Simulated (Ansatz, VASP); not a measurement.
# One calculation of Na2S, two programs

INCAR

```
SYSTEM = Na2S
ALGO = Normal
EDIFF = 1E-6
ENCUT = 500
GGA = PE
GGA_COMPAT = .False.
ISIF = 2
ISMEAR = 0
LASPH = .True.
LCHARG = .True.
LELF = .True.
LREAL = .False.
LVHAR = .True.
LWAVE = .False.
NBANDS = 17
NELM = 120
PREC = Accurate
SIGMA = 0.02
```

Contents of KPOINTS:

```
k-points
0
Gamma
  8 8 8
  0 0 0
```

POSCAR

```
Na2S
1.0
    0.0000000000      3.2508317513      3.2508317513
    3.2508317513      0.0000000000      3.2508317513
    3.2508317513      3.2508317513      0.0000000000
Na S
2 1
Direct
    0.2500000000      0.2500000000      0.2500000000
    0.7500000000      0.7500000000      0.7500000000
    0.0000000000      0.0000000000      0.0000000000
```

Input for Ansatz:

```yaml
crystal:
  lattice:
    - [0.0, 3.2508317513, 3.2508317513]
    - [3.2508317513, 0.0, 3.2508317513]
    - [3.2508317513, 3.2508317513, 0.0]
  atoms:
    - { symbol: Na, position: [0.25, 0.25, 0.25] }
    - { symbol: Na, position: [0.75, 0.75, 0.75] }
    - { symbol: S, position: [0.0, 0.0, 0.0] }
basis:
  ecutwfc: 420
kpoints:
  mp_grid: { grid: [8, 8, 8] }
hamiltonian:
  xc: pbe
scf:
  occupations: { method: gaussian, width: 0.02 }
output:
  forces: true
  stress: true
  eigenvalues: true
  write_density: true
  write_potential: true
  elf: true
  volumetric_format: npy
```

Alike in both runs: task single point; functional PBE; k mesh 8 × 8 × 8; occupations gaussian, width 0.02 eV; no spin polarisation.

|  | VASP | Ansatz |
| --- | --- | --- |
| version | VASP 6.6.1 | Ansatz 0.2.0 |
| potentials or method | VASP PAW PBE potentials, release 64 (Na_pv, S), cutoff 500 eV | scalar-relativistic, plane waves, PAW |
| valence electrons in the cell | 20 | 24 |

|  | VASP | Ansatz | Ansatz less VASP |
| --- | --- | --- | --- |
| gap on the k mesh at the Fermi level (eV) | 2.55 | 2.55 | +0.002 |
| least direct gap on the mesh (eV) | 2.55 | 2.55 | +0.002 |
| pressure (GPa) | 0.9 | 0.9 | -0.01 |

With one functional, cell and mesh, what is left measures potentials, basis and numerics. VASP's potentials hold 20 valence electrons a cell and Ansatz's 24, so a difference there can come from the potentials and not from the codes.
